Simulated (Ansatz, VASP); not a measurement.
# One calculation of Sn, two programs

```
Sn
1.0
     0.00000    3.28688    3.28688
     3.28688    0.00000    3.28688
     3.28688    3.28688    0.00000
Sn
2
Direct
  0.50000 0.50000 0.50000
  0.75000 0.75000 0.75000
```

Alike in both runs: task single point; functional PBEsol; k mesh 12 × 12 × 12; occupations gaussian, width 0.1 eV; no spin polarisation.

|  | VASP | Ansatz |
| --- | --- | --- |
| version | VASP 6.6.1 | Ansatz 0.2.0 |
| potentials or method | VASP PAW PBE potentials, release 64 (Sn_d), cutoff 520 eV | scalar-relativistic, plane waves, PAW |
| valence electrons in the cell | 28 | 28 |

```csv
,VASP,Ansatz,Ansatz less VASP
gap on the k mesh at the Fermi level (eV),none,none,-
pressure (GPa),-0.7,-0.6,+0.06
```

VASP's potentials were made for PBE, not for PBEsol. A gap of «none» marks a metal or a gap that the smearing closes.
